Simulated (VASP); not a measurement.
# Sc (P6_3/mmc) in VASP: further runs

Runs on Sc. Level: PBEsol. Tasks: single point.

Program: VASP 6.6.1. These are calculated values, not measurements. Logs are shortened: lines on timing, memory, paths and dates and some standing lists are left out, and cuts for length are marked.

**1. The cell of the first run**

It takes space group P6_3/mmc (No. 194, hexagonal). The conventional cell has a = 3.113 Å, b = 3.113 Å, c = 5.082 Å, α = 90.00°, β = 90.00°, γ = 120.00°. Within 4.1 Å of Sc (site symmetry -6m2) lie 12 Sc at 3.11 Å.

**2. Single point, PBEsol**

Input file INCAR:

```
ALGO = Normal ; EDIFF = 1E-6
ENCUT = 520 ; GGA = PS
ISIF = 2 ; ISMEAR = 0
LASPH = True ; LCHARG = False
LREAL = False ; LWAVE = False
NBANDS = 18 ; NELM = 100
PREC = Accurate ; SIGMA = 0.15
```

Input file KPOINTS:

```
k-points
0
Gamma
  15 15 10
```

Input file POSCAR:

```
Sc
1.0
    3.1131000000      0.0000000000      0.0000000000
   -1.5565500000      2.6960236845      0.0000000000
    0.0000000000      0.0000000000      5.0823813358
Sc
2
Direct
    0.3333333333      0.6666666667      0.2500000000
    0.6666666667      0.3333333333      0.7500000000
```

Potentials or basis: VASP PAW PBE potentials, release 64 (Sc_sv).

Started as:

```console
> cat potpaw_PBE.64/Sc_sv/POTCAR > POTCAR
> mpirun -np 1 vasp_std > vasp.out
```

OUTCAR:

```text
EDIFF = 1E-6
   ENCUT = 520
   GGA = PS
   ISIF = 2
   ISMEAR = 0
   LASPH = True
   LREAL = False
   NELM = 100
   PREC = Accurate

 ion  position               nearest neighbor table
   1  0.333  0.667  0.250-   2 3.11   2 3.11   2 3.11   2 3.11   2 3.11   2 3.11
   2  0.667  0.333  0.750-   1 3.11   1 3.11   1 3.11   1 3.11   1 3.11   1 3.11

  LATTYP: Found a hexagonal cell.
 ALAT       =     3.1131000000
 C/A-ratio  =     1.6325788879

  Lattice vectors:

 A1 = (   3.1131000000,   0.0000000000,   0.0000000000)
 A2 = (  -1.5565500000,   2.6960236845,   0.0000000000)
 A3 = (   0.0000000000,   0.0000000000,   5.0823813358)

Analysis of symmetry for initial positions (statically):
=====================================================================
 Subroutine PRICEL returns:
 Original cell was already a primitive cell.

 Routine SETGRP: Setting up the symmetry group for a
 hexagonal supercell.

 Subroutine GETGRP returns: Found 24 space group operations
 (whereof 12 operations were pure point group operations)
 out of a pool of 24 trial point group operations.

The static configuration has the point symmetry D_3d.
 The point group associated with its full space group is D_6h.

Analysis of symmetry for dynamics (positions and initial velocities):
=====================================================================
 Subroutine PRICEL returns:
 Original cell was already a primitive cell.

 Routine SETGRP: Setting up the symmetry group for a
 hexagonal supercell.

 Subroutine GETGRP returns: Found 24 space group operations
 (whereof 12 operations were pure point group operations)
 out of a pool of 24 trial point group operations.

The dynamic configuration has the point symmetry D_3d.
 The point group associated with its full space group is D_6h.

 Subroutine INISYM returns: Found 24 space group operations
 (whereof 12 operations are pure point group operations),
 and found     1 'primitive' translations

----------------------------------------------------------------------------------------

                                     Primitive cell

  volume of cell :      42.6564

  direct lattice vectors                    reciprocal lattice vectors
     3.113100000  0.000000000  0.000000000     0.321223218  0.185458311  0.000000000
    -1.556550000  2.696023685  0.000000000     0.000000000  0.370916623  0.000000000
     0.000000000  0.000000000  5.082381336     0.000000000  0.000000000  0.196758160

  length of vectors
     3.113100000  3.113100000  5.082381336     0.370916623  0.370916623  0.196758160

  position of ions in fractional coordinates (direct lattice)
     0.333333333  0.666666667  0.250000000
     0.666666667  0.333333333  0.750000000

  ion indices of the primitive-cell ions
   primitive index   ion index
                 1           1
                 2           2

----------------------------------------------------------------------------------------

 KPOINTS: k-points

Automatic generation of k-mesh.
 Grid dimensions read from file:
 generate k-points for:   15   15   10

 Generating k-lattice:

  Cartesian coordinates                     Fractional coordinates (reciprocal lattice)
     0.021414881  0.012363887  0.000000000     0.066666667  0.000000000  0.000000000
     0.000000000  0.024727775  0.000000000     0.000000000  0.066666667  0.000000000
     0.000000000  0.000000000  0.019675816     0.000000000  0.000000000  0.100000000

  Length of vectors
     0.024727775  0.024727775  0.019675816

  Shift w.r.t. Gamma in fractional coordinates (k-lattice)
     0.000000000  0.000000000  0.000000000

 Subroutine IBZKPT returns following result:
 ===========================================

 Found    162 irreducible k-points:

 Following reciprocal coordinates:
            Coordinates               Weight
  0.000000  0.000000  0.000000      1.000000
  0.066667 -0.000000  0.000000      6.000000
  0.133333 -0.000000  0.000000      6.000000
  0.200000 -0.000000  0.000000      6.000000
  0.266667 -0.000000  0.000000      6.000000
  0.333333  0.000000  0.000000      6.000000
[... 16 lines left out ...]
  0.333333  0.200000  0.000000     12.000000
  0.400000  0.200000  0.000000      6.000000
 [... further k-points ...]
   k-points           NKPTS =    162   k-points in BZ     NKDIM =    162   number of bands    NBANDS=     18
   number of dos      NEDOS =    301   number of ions     NIONS =      2
   total plane-waves  NPLWV =  23040
   dimension x,y,z NGX =    24 NGY =   24 NGZ =   40
   dimension x,y,z NGXF=    48 NGYF=   48 NGZF=   80
   ions per type =               2
   NGX,Y,Z   is equivalent  to a cutoff of  12.82, 12.82, 13.08 a.u.
   NGXF,Y,Z  is equivalent  to a cutoff of  25.63, 25.63, 26.17 a.u.
 SYSTEM =  unknown system
   PREC   = accura    normal or accurate (medium, high low for compatibility)
   ISTART =      0    job   : 0-new  1-cont  2-samecut
   ICHARG =      2    charge: 1-file 2-atom 10-const
   ISPIN  =      1    spin polarized calculation?
   LNONCOLLINEAR =      F non collinear calculations
   LSORBIT =      F    spin-orbit coupling
   LASPH  =      T    aspherical Exc in radial PAW
   ENCUT  =  520.0 eV  38.22 Ry    6.18 a.u.   5.79  5.79  9.45*2*pi/ulx,y,z
   NELM   =    100;   NELMIN=  2; NELMDL= -5     # of ELM steps
   EDIFF  = 0.1E-05   stopping-criterion for ELM
   LREAL  =      F    real-space projection
   EDIFFG = 0.1E-04   stopping-criterion for IOM
   NSW    =      0    number of steps for IOM
   IBRION =     -1    ionic relax: 0-MD 1-quasi-New 2-CG
   NFREE  =      0    steps in history (QN), initial steepest desc. (CG)
   ISIF   =      2    stress and relaxation
   ISYM   =      2    0-nonsym 1-usesym 2-fastsym
   POTIM  = 0.5000    time-step for ionic-motion
   TEBEG  =    0.0;   TEEND  =   0.0 temperature during run
   PSTRESS=    0.0 pullay stress
   NELECT =      22.0000    total number of electrons
   NUPDOWN=      -1.0000    fix difference up-down
   EMIN   =  10.00;   EMAX   =-10.00  energy-range for DOS
   EFERMI =   0.00;   METHOD = LEGACY
   ISMEAR =     0;   SIGMA  =   0.15  broadening in eV -4-tet -1-fermi 0-gaus
   EFERMI_NEDOS =   21; number of points for ismear=-14 and -15
   IALGO  =     38    algorithm
   IMIX   =      4    mixing-type and parameters
     AMIX     =   0.40;   BMIX     =  1.00
     AMIX_MAG =   1.60;   BMIX_MAG =  1.00
  volume/ion in A,a.u.               =      21.33       143.93
  Fermi-wavevector in a.u.,A,eV,Ry     =   1.312868  2.480961 23.451305  1.723622
  Thomas-Fermi vector in A             =   2.443230
   LORBIT       =      0    0 simple, 1 ext, 2 COOP (PROOUT), +10 PAW based schemes
   GGA     = PS    functional components
   LHFCALC =     F    Hartree Fock is set to
   AEXX    =    0.0000 exact exchange contribution
   IVDW    =     0    specifies the selected vdW correction
   LEPSILON=     F    determine dielectric tensor
   LRPA    =     F    only Hartree local field effects (RPA)
 non-spin polarized calculation
 Gauss-broadening in eV      SIGMA  =   0.15
  energy-cutoff  :      520.00
  volume of cell :       42.66
 maximum number of plane-waves:      1182
 NGX is ok and might be reduce to    24

 number of electron      22.0000005 magnetization

 Free energy of the ion-electron system (eV)
  ---------------------------------------------------
  ext. energy  EPLUGINS =         0.00000000
  ---------------------------------------------------
  free energy    TOTEN  =       -13.11197259 eV

  energy without entropy =      -13.06757040  energy(sigma->0) =      -13.08977149

 E-fermi :   4.4742     XC(G=0): -10.5992

 val. band max:        4.4739156595   @ k =   0.1333   0.0667   0.2000
 cond. band min:       4.4751348825   @ k =   0.2667   0.1333   0.4000
 fundamental gap:      0.0012192230
 Fermi energy:         4.4742371963

 k-point     1 :       0.0000    0.0000    0.0000
  band No.  band energies     occupation
      1     -44.3740      2.00000
      2     -44.2622      2.00000
      3     -23.4123      2.00000
      4     -22.8478      2.00000
      5     -22.8478      2.00000
      6     -22.7654      2.00000
[... 10 lines left out ...]
     17       7.3209      0.00000
     18       7.3209      0.00000

 k-point     2 :       0.0667   -0.0000    0.0000
  band No.  band energies     occupation
      1     -44.3698      2.00000
      2     -44.2602      2.00000
      3     -23.4028      2.00000
      4     -22.8694      2.00000
      5     -22.8546      2.00000
      6     -22.7879      2.00000
[... 10 lines left out ...]
     17       7.2078      0.00000
     18       7.2452      0.00000

 k-point     3 :       0.1333   -0.0000    0.0000
  band No.  band energies     occupation
      1     -44.3576      2.00000
      2     -44.2544      2.00000
      3     -23.3752      2.00000
      4     -22.9309      2.00000
      5     -22.8733      2.00000
      6     -22.8506      2.00000
[... 10 lines left out ...]
     17       7.0542      0.00000
     18       7.0656      0.00000

 k-point     4 :       0.2000   -0.0000    0.0000
  band No.  band energies     occupation
      1     -44.3393      2.00000
      2     -44.2463      2.00000
      3     -23.3321      2.00000
      4     -23.0217      2.00000
      5     -22.9402      2.00000
      6     -22.9000      2.00000
[... 375 lines left out ...]
      4     -23.1881      2.00000
      5     -23.1475      2.00000
      6     -23.0234      2.00000
[... 10 lines left out ...]
     17       8.7781      0.00000
     18       8.8671      0.00000

 k-point    23 :       0.3333    0.2000    0.0000
  band No.  band energies     occupation
      1     -44.2561      2.00000
      2     -44.2262      2.00000
      3     -23.2825      2.00000
      4     -23.1951      2.00000
      5     -23.0975      2.00000
      6     -23.0679      2.00000
[... 10 lines left out ...]
     17       8.8443      0.00000
     18       8.9223      0.00000

 k-point    24 :       0.4000    0.2000    0.0000
  band No.  band energies     occupation
      1     -44.2498      2.00000
      2     -44.2273      2.00000
      3     -23.2974      2.00000
      4     -23.1941      2.00000
      5     -23.0875      2.00000
      6     -23.0735      2.00000
[... 10 lines left out ...]
     17       8.8360      0.00000
     18       8.8678      0.00000

 [... further k-points ...]

------------------------ aborting loop because EDIFF is reached ----------------------------------------

  FORCE on cell =-STRESS in cart. coord.  units (eV):
  Direction    XX          YY          ZZ          XY          YZ          ZX
  --------------------------------------------------------------------------------------
  -------------------------------------------------------------------------------------
  Total        2.3229659      2.3229659      1.0793157      0.0000000      0.0000000      0.0000000
  in kB       87.2507970     87.2507970     40.5391885      0.0000000      0.0000000      0.0000000
  external PRESSURE =      71.6802609 kB  Pullay stress =       0.0000000 kB

 VOLUME and BASIS-vectors are now :
 -----------------------------------------------------------------------------
  energy-cutoff  :      520.00
  volume of cell :       42.66
      direct lattice vectors                 reciprocal lattice vectors
     3.113100000  0.000000000  0.000000000     0.321223218  0.185458311  0.000000000
    -1.556550000  2.696023685  0.000000000     0.000000000  0.370916623  0.000000000
     0.000000000  0.000000000  5.082381336     0.000000000  0.000000000  0.196758160

 POSITION                                       TOTAL-FORCE (eV/Angst)
 -----------------------------------------------------------------------------------
     -0.00000      1.79735      1.27060        -0.000000     -0.000000      0.000000
      1.55655      0.89867      3.81179         0.000000      0.000000      0.000000
 -----------------------------------------------------------------------------------
    total drift:                               -0.000000      0.000000     -0.000000

  FREE ENERGIE OF THE ION-ELECTRON SYSTEM (eV)
  ---------------------------------------------------
  free  energy   TOTEN  =       -13.1119725872 eV

  energy  without entropy=      -13.0675703957  energy(sigma->0) =      -13.08977149
```

Run time: 2 min. Hardware: 1 thread of Intel Xeon 8259CL, shared host; peak memory 0.23 GiB.

Results:

- Free energy: -13.1120 eV
- Pressure: 7.2 GPa
- Band gap on the k mesh: zero (bands 11 and 12 overlap by 1.42 eV)

Levels at points of the mesh, in eV from the Fermi level:
| k point | band 9 | band 10 | band 11 | band 12 | band 13 | band 14 |
| --- | --- | --- | --- | --- | --- | --- |
| (0.00, 0.00, 0.00) | -5.40 | -1.93 | 0.62 | 1.76 | 1.80 | 1.80 |
| (0.00, 0.00, 0.50) | -3.77 | -3.77 | 0.86 | 0.86 | 1.76 | 1.76 |

Caveat: the cell stands under pressure; the PAW data sets were made with another functional, which shifts forces and pressure a little.

**3. Single point, PBEsol**

This run uses another cell than the first one, of the same volume but with other edges.

Input file INCAR:

```
SYSTEM = Sc
ALGO     = Normal         ! electronic algorithm
EDIFF    = 1E-6           ! SCF threshold, eV
ENCUT    = 520            ! plane-wave cutoff, eV
GGA      = PS             ! functional
ISIF     = 2              ! what is computed and relaxed
ISMEAR   = 0              ! smearing method
LASPH    = .TRUE.         ! aspherical terms in the spheres
LCHARG   = .FALSE.        ! write CHGCAR
LREAL    = .FALSE.        ! projectors in reciprocal space
LWAVE    = .FALSE.        ! write WAVECAR
NBANDS   = 18             ! bands
NELM     = 80             ! most SCF steps
PREC     = Accurate       ! precision mode
SIGMA    = 0.15           ! smearing width, eV
```

Input file KPOINTS:

```
k-points
0
G
  15 15 10
  0 0 0
```

Input file POSCAR:

```
Sc
1.0
    3.1950000000      0.0000000000      0.0000000000
   -1.5975000000      2.7669511651      0.0000000000
    0.0000000000      0.0000000000      4.8283000000
Sc
2
Direct
    0.3333333333      0.6666666667      0.2500000000
    0.6666666667      0.3333333333      0.7500000000
```

Potentials or basis: VASP PAW PBE potentials, release 64 (Sc_sv).

Started as:

```console
> cat potpaw_PBE.64/Sc_sv/POTCAR > POTCAR
> mpirun -np 1 vasp_std > vasp.out
```

It took 2.2 min on 1 thread of Intel Xeon 8259CL, shared host; peak memory 0.23 GiB.

The run converged. Its results:

* Free energy: -13.1322 eV
* Pressure: 6.9 GPa
* Band gap on the k mesh: zero (bands 11 and 12 overlap by 1.98 eV)

Stress tensor (GPa, compression positive):
```
6.24 0.00 0.00
0.00 6.24 0.00
0.00 0.00 8.32
```

Levels at points of the mesh, in eV from the Fermi level:
| k point | band 9 | band 10 | band 11 | band 12 | band 13 | band 14 |
| --- | --- | --- | --- | --- | --- | --- |
| (0.00, 0.00, 0.00) | -5.36 | -1.82 | 1.29 | 1.72 | 1.72 | 2.27 |
| (0.00, 0.00, 0.50) | -3.57 | -3.57 | 1.20 | 1.20 | 1.57 | 1.57 |

Caveat: the cell stands under pressure; the PAW data sets were made with another functional, which shifts forces and pressure a little.

**4. Single point, PBEsol**

This run uses another cell than the first one, of 21.57 Å³/atom.

Input file INCAR:

```
SYSTEM = Sc
  ALGO = Normal
  EDIFF = 1E-6
  ENCUT = 520
  GGA = PS
  ISIF = 2
  ISMEAR = 0
  LASPH = .TRUE.
  LCHARG = .TRUE.
  LELF = .TRUE.
  LREAL = .FALSE.
  LVHAR = .TRUE.
  LWAVE = .FALSE.
  NBANDS = 18
  NELM = 80
  PREC = Accurate
  SIGMA = 0.15
```

KPOINTS is that of step 3.

Changes to POSCAR since step 3:

```diff
@@ -4,3 +4,3 @@
    -1.5975000000      2.7669511651      0.0000000000
-    0.0000000000      0.0000000000      4.8283000000
+    0.0000000000      0.0000000000      4.8791000000
 Sc
```

Started as:

```console
> cat potpaw_PBE.64/Sc_sv/POTCAR > POTCAR
> mpirun -np 1 vasp_std > vasp.out
```

Wall time 2 min (1 thread of Intel Xeon 8259CL, shared host); peak memory 0.23 GiB.

The run converged. Its results:

| Property | Result |
| --- | --- |
| Free energy | -13.1538 eV |
| Pressure | 6.1 GPa |
| Band gap on the k mesh | zero (bands 11 and 12 overlap by 1.83 eV) |

Stress tensor (GPa, compression positive):
```
5.76 0.00 0.00
0.00 5.76 0.00
0.00 0.00 6.92
```

Levels at points of the mesh, in eV from the Fermi level:
```csv
k point,band 9,band 10,band 11,band 12,band 13,band 14
"(0.00, 0.00, 0.00)",-5.35,-1.81,1.16,1.72,1.72,2.19
"(0.00, 0.00, 0.50)",-3.60,-3.60,1.15,1.15,1.59,1.59
```

Caveat: the cell stands under pressure; the PAW data sets were made with another functional, which shifts forces and pressure a little.

**5. Single point, PBEsol**

This run uses another cell than the first one, of 21.74 Å³/atom.

Input file INCAR:

```
SYSTEM = Sc
ALGO = Fast
EDIFF = 1E-7
ENCUT = 520
GGA = PS
ISIF = 2
ISMEAR = 0
LASPH = .True.
LCHARG = .False.
LREAL = .False.
LWAVE = .False.
NBANDS = 18
NELM = 100
PREC = Accurate
SIGMA = 0.15
```

Input file KPOINTS:

```
k-points
0
Gamma
  15 15 10
  0 0 0
```

Input file POSCAR:

```
Sc
1.0
    3.2769240353      0.0000000000      0.0000000000
   -1.6384620176      2.8378994608      0.0000000000
    0.0000000000      0.0000000000      4.6758000000
Sc
2
Direct
    0.3333333333      0.6666666667      0.2500000000
    0.6666666667      0.3333333333      0.7500000000
```

Started as:

```console
> cat potpaw_PBE.64/Sc_sv/POTCAR > POTCAR
> mpirun -np 1 vasp_std > vasp.out
```

It took 3.2 min on 1 thread of Intel Xeon 8259CL, shared host; peak memory 0.23 GiB.

The run converged. Its results:

```yaml
Free_energy: -13.1154 eV
Pressure: 5.4 GPa
Band_gap_on_the_k_mesh: zero (bands 11 and 12 overlap by 2.36 eV)
```

Stress tensor (GPa, compression positive):
```
 3.03  0.00  0.00
 0.00  3.03  0.00
 0.00  0.00 10.18
```

Levels at points of the mesh, in eV from the Fermi level:
```tsv
k point	band 7	band 8	band 9	band 10	band 11	band 12	band 13	band 14	band 15	band 16
(0.00, 0.00, 0.00)	-27.30	-27.22	-5.30	-1.74	1.63	1.63	1.78	2.22	2.22	2.32
(0.00, 0.00, 0.50)	-27.38	-27.38	-3.40	-3.40	1.38	1.38	1.38	1.38	1.44	1.44
```

Caveat: the stress differs along the axes, from 3 to 10 GPa; the PAW data sets were made with another functional, which shifts forces and pressure a little.

**6. Summary**

| cell | gap on the mesh (eV) | pressure (GPa) |
| --- | --- | --- |
| a = 3.113, b = 3.113, c = 5.082 Å, angles 90.0, 90.0, 120.0°, 2 atoms | none | 7.2 |
| a = 3.195, b = 3.195, c = 4.828 Å, angles 90.0, 90.0, 120.0°, 2 atoms | none | 6.9 |
| a = 3.195, b = 3.195, c = 4.879 Å, angles 90.0, 90.0, 120.0°, 2 atoms | none | 6.1 |
| a = 3.277, b = 3.277, c = 4.676 Å, angles 90.0, 90.0, 120.0°, 2 atoms | none | 5.4 |

Alike in all rows: task single point; level PBEsol; potentials or basis VASP PAW PBE potentials, release 64 (Sc_sv); no spin polarisation; k mesh 15 × 15 × 10; cutoff (eV) 520; smearing gaussian 0.15 eV.

Caveats: the PAW data sets were made with another functional, which shifts forces and pressure a little; the cell stands under pressure (at least some runs); the stress differs along the axes, from 3 to 10 GPa (at least some runs).

Absolute energies hang on the potentials; compare differences alone.
